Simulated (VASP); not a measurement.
Set up this calculation in VASP 6.6.1, as the native input.

| Property | Result |
| --- | --- |
| Task | single point |
| Functional | PBE |
| Potentials or basis | VASP PAW PBE potentials, release 64 (Si, Ni) |
| Cutoff | 520 eV |
| k mesh | 20 × 20 × 20 |
| Occupations | gaussian, width 0.1 eV |
| Spin | no spin polarisation |
| Dipole correction | no |
| Further INCAR settings | ALGO = Normal; EDIFF = 1e-06; NBANDS = 14 |

The structure of SiNi lies in POSCAR:

```
SiNi
1.0
    2.8379063694      0.0000000000      0.0000000000
    0.0000000000      2.8379063694      0.0000000000
    0.0000000000      0.0000000000      2.8379063694
Si Ni
1 1
Direct
    0.0000000000      0.0000000000      0.0000000000
    0.5000000000      0.5000000000      0.5000000000
```

These files were run (other wordings do the same):

INCAR

```
PREC = Accurate
ENCUT = 520
EDIFF = 1E-6
ISMEAR = 0
SIGMA = 0.1
LREAL = F
LASPH = T
NELM = 60
ALGO = Normal
ISIF = 2
LWAVE = F
LCHARG = F
GGA = PE
NBANDS = 14
```

KPOINTS

```
Automatic mesh
0
Gamma
  20 20 20
```

Potentials or basis: VASP PAW PBE potentials, release 64 (Si, Ni).

Launch:

```console
$ cat potpaw_PBE.64/Si/POTCAR potpaw_PBE.64/Ni/POTCAR > POTCAR
$ mpirun -np 1 vasp_std > vasp.out
```

It gave:

```
Pressure               : 0.1 GPa
Band gap on the k mesh : zero (band 7 reaches 14.37 eV, above the bottom of band 8 at 11.05 eV)
```

Run time: 49 s on 1 thread of AMD EPYC 9R45 96-Core Processor (Zen 5) (shared host), peak memory 0.18 GiB.
